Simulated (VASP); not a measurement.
Write the native input for VASP 6.6.1 that does the following.

```yaml
Task: single point
Functional: revPBE
Dispersion: D4
Potentials_or_basis: VASP PAW PBE potentials, release 64 (Ti_sv, O)
Cutoff: 520 eV
k_mesh: 8 × 8 × 4
Occupations: fermi-dirac, width 0.05 eV
Spin: no spin polarisation
Dipole_correction: no
Further_INCAR_settings: ALGO = Normal; EDIFF = 1e-06; NBANDS = 60
```

The structure of TiO2 lies in POSCAR:

```
TiO2
1.0
    6.2345546003     -1.9082538226      0.0000000000
    6.2345546003      1.9082538226      0.0000000000
   -1.9537017297      0.0000000000      6.4122523021
Ti O
4 8
Direct
    0.9000710000      0.9000710000      0.2896020000
    0.1952860000      0.1952860000      0.2837620000
    0.0999290000      0.0999290000      0.7103980000
    0.8047140000      0.8047140000      0.7162380000
    0.3619310000      0.3619310000      0.2933970000
    0.2634885000      0.2634885000      0.6525000000
    0.8671885000      0.8671885000      0.9952910000
    0.7365115000      0.7365115000      0.3475000000
    0.9416475000      0.9416475000      0.6300210000
    0.1328115000      0.1328115000      0.0047090000
    0.6380690000      0.6380690000      0.7066030000
    0.0583525000      0.0583525000      0.3699790000
```

One way to write it, as run:

INCAR

```
  ALGO = Normal
  EDIFF = 1E-6
  ENCUT = 520
  GGA = RE
  ISIF = 2
  ISMEAR = -1
  IVDW = 13
  LASPH = T
  LCHARG = F
  LREAL = F
  LWAVE = F
  NBANDS = 60
  NELM = 80
  PREC = Accurate
  SIGMA = 0.05
```

KPOINTS

```
k-points
0
Gamma
  8 8 4
```

Potentials or basis: VASP PAW PBE potentials, release 64 (Ti_sv, O).

Run with:

```bash
$ cat potpaw_PBE.64/Ti_sv/POTCAR potpaw_PBE.64/O/POTCAR > POTCAR
$ mpirun -np 1 vasp_std > vasp.out
```

It gave:

```
Pressure                   : -10.5 GPa
Largest force              : 0.475 eV/Å
Band gap on the k mesh     : 2.62 eV (least direct gap 2.77 eV)
Dispersion energy per atom : -0.334 eV
```

Caveat: the cell stands under tension; the PAW data sets were made with another functional, which shifts forces and pressure a little.

Run time: 29 min on 1 thread of Oxide Virtual Turin-like Processor, with other jobs on the host, peak memory 0.63 GiB.
